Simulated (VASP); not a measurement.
# Zr (P6_3/mmc) in VASP: a series of runs

Zr is run at these levels: PBEsol; tasks: single point.

Program: VASP 6.6.1. These are calculated values, not measurements. Logs are shortened: lines on timing, memory, paths and dates and some standing lists are left out, and cuts for length are marked.

## 1. The cell of the first run

It takes space group P6_3/mmc (No. 194, hexagonal). The conventional cell has a = 3.184 Å, b = 3.184 Å, c = 5.147 Å, α = 90.00°, β = 90.00°, γ = 120.00°. Zr (site symmetry -6m2) has 12 Zr at 3.16 to 3.18 Å within 4.2 Å.

## 2. Single point, PBEsol (strain -0.015 along x and y, +0.000 along z)

INCAR reads:

```
PREC = Accurate
ENCUT = 520
EDIFF = 1E-6
ISMEAR = 0
SIGMA = 0.15
LREAL = False
LASPH = True
NELM = 100
ALGO = Fast
ISIF = 2
LWAVE = False
LCHARG = True
GGA = PS
LELF = True
LVHAR = True
NBANDS = 19
```

KPOINTS reads:

```
regular mesh
0
Gamma
  18 18 10
```

POSCAR reads:

```
Zr
1.0
    3.1835182492      0.0000000000      0.0000000000
   -1.5917591246      2.7570076772      0.0000000000
    0.0000000000      0.0000000000      5.1470000000
Zr
2
Direct
    0.3333333333      0.6666666667      0.2500000000
    0.6666666667      0.3333333333      0.7500000000
```

Potentials or basis: VASP PAW PBE potentials, release 64 (Zr_sv).

Run with:

```
$ cat potpaw_PBE.64/Zr_sv/POTCAR > POTCAR
$ mpirun -np 1 vasp_std > vasp.out
```

OUTCAR:

```text
PREC = Accurate
   ENCUT = 520
   EDIFF = 1E-6
   ISMEAR = 0
   LREAL = False
   LASPH = True
   NELM = 100
   ISIF = 2
   GGA = PS

 ion  position               nearest neighbor table
   1  0.333  0.667  0.250-   2 3.16   2 3.16   2 3.16   2 3.16   2 3.16   2 3.16
   2  0.667  0.333  0.750-   1 3.16   1 3.16   1 3.16   1 3.16   1 3.16   1 3.16

  LATTYP: Found a hexagonal cell.
 ALAT       =     3.1835182492
 C/A-ratio  =     1.6167647229

  Lattice vectors:

 A1 = (   3.1835182492,   0.0000000000,   0.0000000000)
 A2 = (  -1.5917591246,   2.7570076772,   0.0000000000)
 A3 = (   0.0000000000,   0.0000000000,   5.1470000000)

Analysis of symmetry for initial positions (statically):
=====================================================================
 Subroutine PRICEL returns:
 Original cell was already a primitive cell.

 Routine SETGRP: Setting up the symmetry group for a
 hexagonal supercell.

 Subroutine GETGRP returns: Found 24 space group operations
 (whereof 12 operations were pure point group operations)
 out of a pool of 24 trial point group operations.

The static configuration has the point symmetry D_3d.
 The point group associated with its full space group is D_6h.

Analysis of symmetry for dynamics (positions and initial velocities):
=====================================================================
 Subroutine PRICEL returns:
 Original cell was already a primitive cell.

 Routine SETGRP: Setting up the symmetry group for a
 hexagonal supercell.

 Subroutine GETGRP returns: Found 24 space group operations
 (whereof 12 operations were pure point group operations)
 out of a pool of 24 trial point group operations.

The dynamic configuration has the point symmetry D_3d.
 The point group associated with its full space group is D_6h.

 Subroutine INISYM returns: Found 24 space group operations
 (whereof 12 operations are pure point group operations),
 and found     1 'primitive' translations

----------------------------------------------------------------------------------------

                                     Primitive cell

  volume of cell :      45.1751

  direct lattice vectors                    reciprocal lattice vectors
     3.183518249  0.000000000  0.000000000     0.314117879  0.181356042  0.000000000
    -1.591759125  2.757007677  0.000000000     0.000000000  0.362712084  0.000000000
     0.000000000  0.000000000  5.147000000     0.000000000  0.000000000  0.194287935

  length of vectors
     3.183518249  3.183518249  5.147000000     0.362712084  0.362712084  0.194287935

  position of ions in fractional coordinates (direct lattice)
     0.333333333  0.666666667  0.250000000
     0.666666667  0.333333333  0.750000000

  ion indices of the primitive-cell ions
   primitive index   ion index
                 1           1
                 2           2

----------------------------------------------------------------------------------------

 KPOINTS: regular mesh

Automatic generation of k-mesh.
 Grid dimensions read from file:
 generate k-points for:   18   18   10

 Generating k-lattice:

  Cartesian coordinates                     Fractional coordinates (reciprocal lattice)
     0.017450993  0.010075336  0.000000000     0.055555556  0.000000000  0.000000000
     0.000000000  0.020150671  0.000000000     0.000000000  0.055555556  0.000000000
     0.000000000  0.000000000  0.019428793     0.000000000  0.000000000  0.100000000

  Length of vectors
     0.020150671  0.020150671  0.019428793

  Shift w.r.t. Gamma in fractional coordinates (k-lattice)
     0.000000000  0.000000000  0.000000000

 Subroutine IBZKPT returns following result:
 ===========================================

 Found    222 irreducible k-points:

 Following reciprocal coordinates:
            Coordinates               Weight
  0.000000  0.000000  0.000000      1.000000
  0.055556 -0.000000  0.000000      6.000000
  0.111111 -0.000000  0.000000      6.000000
  0.166667 -0.000000  0.000000      6.000000
  0.222222 -0.000000  0.000000      6.000000
  0.277778 -0.000000  0.000000      6.000000
[... 16 lines left out ...]
  0.333333  0.111111  0.000000     12.000000
  0.388889  0.111111  0.000000     12.000000
 [... further k-points ...]
   k-points           NKPTS =    222   k-points in BZ     NKDIM =    222   number of bands    NBANDS=     19
   number of dos      NEDOS =    301   number of ions     NIONS =      2
   total plane-waves  NPLWV =  23040
   dimension x,y,z NGX =    24 NGY =   24 NGZ =   40
   dimension x,y,z NGXF=    48 NGYF=   48 NGZF=   80
   ions per type =               2
   NGX,Y,Z   is equivalent  to a cutoff of  12.53, 12.53, 12.92 a.u.
   NGXF,Y,Z  is equivalent  to a cutoff of  25.07, 25.07, 25.84 a.u.
 SYSTEM =  unknown system
   PREC   = accura    normal or accurate (medium, high low for compatibility)
   ISTART =      0    job   : 0-new  1-cont  2-samecut
   ICHARG =      2    charge: 1-file 2-atom 10-const
   ISPIN  =      1    spin polarized calculation?
   LNONCOLLINEAR =      F non collinear calculations
   LSORBIT =      F    spin-orbit coupling
   LASPH  =      T    aspherical Exc in radial PAW
   ENCUT  =  520.0 eV  38.22 Ry    6.18 a.u.   5.92  5.92  9.57*2*pi/ulx,y,z
   NELM   =    100;   NELMIN=  2; NELMDL= -5     # of ELM steps
   EDIFF  = 0.1E-05   stopping-criterion for ELM
   LREAL  =      F    real-space projection
   EDIFFG = 0.1E-04   stopping-criterion for IOM
   NSW    =      0    number of steps for IOM
   IBRION =     -1    ionic relax: 0-MD 1-quasi-New 2-CG
   NFREE  =      0    steps in history (QN), initial steepest desc. (CG)
   ISIF   =      2    stress and relaxation
   ISYM   =      2    0-nonsym 1-usesym 2-fastsym
   POTIM  = 0.5000    time-step for ionic-motion
   TEBEG  =    0.0;   TEEND  =   0.0 temperature during run
   PSTRESS=    0.0 pullay stress
   NELECT =      24.0000    total number of electrons
   NUPDOWN=      -1.0000    fix difference up-down
   EMIN   =  10.00;   EMAX   =-10.00  energy-range for DOS
   EFERMI =   0.00;   METHOD = LEGACY
   ISMEAR =     0;   SIGMA  =   0.15  broadening in eV -4-tet -1-fermi 0-gaus
   EFERMI_NEDOS =   21; number of points for ismear=-14 and -15
   IALGO  =     68    algorithm
   IMIX   =      4    mixing-type and parameters
     AMIX     =   0.40;   BMIX     =  1.00
     AMIX_MAG =   1.60;   BMIX_MAG =  1.00
  volume/ion in A,a.u.               =      22.59       152.43
  Fermi-wavevector in a.u.,A,eV,Ry     =   1.325904  2.505595 23.919334  1.758021
  Thomas-Fermi vector in A             =   2.455330
   LORBIT       =      0    0 simple, 1 ext, 2 COOP (PROOUT), +10 PAW based schemes
   GGA     = PS    functional components
   LHFCALC =     F    Hartree Fock is set to
   AEXX    =    0.0000 exact exchange contribution
   IVDW    =     0    specifies the selected vdW correction
   LEPSILON=     F    determine dielectric tensor
   LRPA    =     F    only Hartree local field effects (RPA)
 non-spin polarized calculation
 RMM-DIIS sequential band-by-band and
 Gauss-broadening in eV      SIGMA  =   0.15
  energy-cutoff  :      520.00
  volume of cell :       45.18
 maximum number of plane-waves:      1242
 NGX is ok and might be reduce to    24
   NGX = 11   NGY = 11   NGZ = 19

 number of electron      24.0000000 magnetization

 Free energy of the ion-electron system (eV)
  ---------------------------------------------------
  ext. energy  EPLUGINS =         0.00000000
  ---------------------------------------------------
  free energy    TOTEN  =       -18.17286677 eV

  energy without entropy =      -18.14909274  energy(sigma->0) =      -18.16097976

 E-fermi :   9.1947     XC(G=0): -11.3411

 val. band max:        9.1942822125   @ k =   0.1667   0.1667   0.4000
 cond. band min:       9.2087348706   @ k =   0.2778   0.2222   0.5000
 fundamental gap:      0.0144526581
 Fermi energy:         9.1946840948

 k-point     1 :       0.0000    0.0000    0.0000
  band No.  band energies     occupation
      1     -39.4680      2.00000
      2     -39.3007      2.00000
      3     -18.0610      2.00000
      4     -17.0962      2.00000
      5     -17.0962      2.00000
      6     -16.9730      2.00000
[... 11 lines left out ...]
     18      11.5018      0.00000
     19      13.8149      0.00000

 k-point     2 :       0.0556   -0.0000    0.0000
  band No.  band energies     occupation
      1     -39.4638      2.00000
      2     -39.2988      2.00000
      3     -18.0504      2.00000
      4     -17.1210      2.00000
      5     -17.1041      2.00000
      6     -16.9771      2.00000
[... 11 lines left out ...]
     18      11.4187      0.00000
     19      13.8769      0.00000

 k-point     3 :       0.1111   -0.0000    0.0000
  band No.  band energies     occupation
      1     -39.4517      2.00000
      2     -39.2933      2.00000
      3     -18.0195      2.00000
      4     -17.1922      2.00000
      5     -17.1265      2.00000
      6     -17.0500      2.00000
[... 11 lines left out ...]
     18      11.2038      0.00000
     19      14.0239      0.00000

 k-point     4 :       0.1667   -0.0000    0.0000
  band No.  band energies     occupation
      1     -39.4329      2.00000
      2     -39.2852      2.00000
      3     -17.9701      2.00000
      4     -17.3012      2.00000
      5     -17.1598      2.00000
      6     -17.1590      2.00000
[... 407 lines left out ...]
     18      13.9084      0.00000
     19      14.3798      0.00000

 k-point    23 :       0.3333    0.1111    0.0000
  band No.  band energies     occupation
      1     -39.3263      2.00000
      2     -39.2549      2.00000
      3     -17.7911      2.00000
      4     -17.6479      2.00000
      5     -17.6355      2.00000
      6     -17.3476      2.00000
[... 11 lines left out ...]
     18      14.4114      0.00000
     19      14.6922      0.00000

 k-point    24 :       0.3889    0.1111    0.0000
  band No.  band energies     occupation
      1     -39.3097      2.00000
      2     -39.2546      2.00000
      3     -17.8548      2.00000
      4     -17.6809      2.00000
      5     -17.5853      2.00000
      6     -17.3769      2.00000
[... 11 lines left out ...]
     18      14.4272      0.00000
     19      15.3928      0.00000

 [... further k-points ...]

------------------------ aborting loop because EDIFF is reached ----------------------------------------

  FORCE on cell =-STRESS in cart. coord.  units (eV):
  Direction    XX          YY          ZZ          XY          YZ          ZX
  --------------------------------------------------------------------------------------
  -------------------------------------------------------------------------------------
  Total       -0.0889700     -0.0889700     -0.2646250      0.0000000      0.0000000      0.0000000
  in kB       -3.1554008     -3.1554008     -9.3851678      0.0000000      0.0000000      0.0000000
  external PRESSURE =      -5.2319898 kB  Pullay stress =       0.0000000 kB

 VOLUME and BASIS-vectors are now :
 -----------------------------------------------------------------------------
  energy-cutoff  :      520.00
  volume of cell :       45.18
      direct lattice vectors                 reciprocal lattice vectors
     3.183518249  0.000000000  0.000000000     0.314117879  0.181356042  0.000000000
    -1.591759125  2.757007677  0.000000000     0.000000000  0.362712084  0.000000000
     0.000000000  0.000000000  5.147000000     0.000000000  0.000000000  0.194287935

 POSITION                                       TOTAL-FORCE (eV/Angst)
 -----------------------------------------------------------------------------------
     -0.00000      1.83801      1.28675         0.000000      0.000000      0.000000
      1.59176      0.91900      3.86025        -0.000000     -0.000000      0.000000
 -----------------------------------------------------------------------------------
    total drift:                               -0.000000      0.000000     -0.000000

  FREE ENERGIE OF THE ION-ELECTRON SYSTEM (eV)
  ---------------------------------------------------
  free  energy   TOTEN  =       -18.1728667711 eV

  energy  without entropy=      -18.1490927416  energy(sigma->0) =      -18.16097976
```

It took 2.8 min on 1 thread of Intel Xeon Platinum 8488C (Sapphire Rapids), shared host; peak memory 0.27 GiB.

What came out:

- Free energy: -18.1729 eV
- Pressure: -0.5 GPa
- Band gap on the k mesh: zero (bands 12 and 13 overlap by 1.23 eV)

Stress tensor (GPa, compression positive):
```
-0.32  0.00  0.00
 0.00 -0.32  0.00
 0.00  0.00 -0.94
```

Levels at points of the mesh, in eV from the Fermi level:
| k point | band 9 | band 10 | band 11 | band 12 | band 13 | band 14 | band 15 | band 16 |
| --- | --- | --- | --- | --- | --- | --- | --- | --- |
| (0.00, 0.00, 0.00) | -5.72 | -3.12 | 0.90 | 0.90 | 0.90 | 1.19 | 1.59 | 1.59 |
| (0.50, 0.00, 0.00) | -2.67 | -2.55 | -2.25 | -0.08 | 0.62 | 0.74 | 1.45 | 5.19 |
| (0.00, 0.00, 0.50) | -4.00 | -4.00 | -0.01 | -0.01 | 0.83 | 0.83 | 0.83 | 0.83 |
| (0.50, 0.00, 0.50) | -2.96 | -2.96 | -1.15 | -1.15 | 1.77 | 1.77 | 2.33 | 2.33 |

Caveat: the cell differs from its parent crystal (strain -0.015 along x and y, +0.000 along z); the PAW data sets were made with another functional, which shifts forces and pressure a little.

## 3. Single point, PBEsol (strain +0.000 along x and y, -0.015 along z)

INCAR reads:

```
SYSTEM = Zr
PREC     = Accurate       ! precision mode
ENCUT    = 520            ! plane-wave cutoff, eV
EDIFF    = 1E-7           ! SCF threshold, eV
ISMEAR   = 0              ! smearing method
SIGMA    = 0.15           ! smearing width, eV
LREAL    = .False.        ! projectors in reciprocal space
LASPH    = .True.         ! aspherical terms in the spheres
NELM     = 80             ! most SCF steps
ALGO     = Fast           ! electronic algorithm
ISIF     = 2              ! what is computed and relaxed
LWAVE    = .False.        ! write WAVECAR
LCHARG   = .False.        ! write CHGCAR
GGA      = PS             ! functional
NBANDS   = 19             ! bands
```

KPOINTS reads:

```
Automatic mesh
0
Gamma
  18 18 10
  0 0 0
```

POSCAR reads:

```
Zr
1.0
    3.2319982225      0.0000000000      0.0000000000
   -1.6159991112      2.7989925657      0.0000000000
    0.0000000000      0.0000000000      5.0697950000
Zr
2
Direct
    0.3333333333      0.6666666667      0.2500000000
    0.6666666667      0.3333333333      0.7500000000
```

Potentials or basis: VASP PAW PBE potentials, release 64 (Zr_sv).

Run with:

```
$ cat potpaw_PBE.64/Zr_sv/POTCAR > POTCAR
$ mpirun -np 1 vasp_std > vasp.out
```

It took 3.3 min on 1 thread of Intel Xeon Platinum 8488C (Sapphire Rapids), shared host; peak memory 0.27 GiB.

The run converged. Its results:

```
Free energy            : -18.1645 eV
Pressure               : -1.8 GPa
Band gap on the k mesh : zero (bands 12 and 13 overlap by 1.17 eV)
```

Stress tensor (GPa, compression positive):
```
-2.44  0.00  0.00
 0.00 -2.44  0.00
 0.00  0.00 -0.49
```

Levels at points of the mesh, in eV from the Fermi level:
| k point | band 10 | band 11 | band 12 | band 13 | band 14 | band 15 |
| --- | --- | --- | --- | --- | --- | --- |
| (0.00, 0.00, 0.00) | -3.08 | 0.83 | 0.83 | 1.14 | 1.36 | 1.57 |
| (0.50, 0.00, 0.00) | -2.55 | -2.17 | -0.23 | 0.42 | 0.87 | 1.56 |
| (0.00, 0.00, 0.50) | -3.94 | 0.11 | 0.11 | 0.70 | 0.70 | 0.70 |
| (0.50, 0.00, 0.50) | -2.92 | -1.05 | -1.05 | 1.67 | 1.67 | 2.17 |

Caveat: the cell differs from its parent crystal (strain +0.000 along x and y, -0.015 along z); the PAW data sets were made with another functional, which shifts forces and pressure a little.
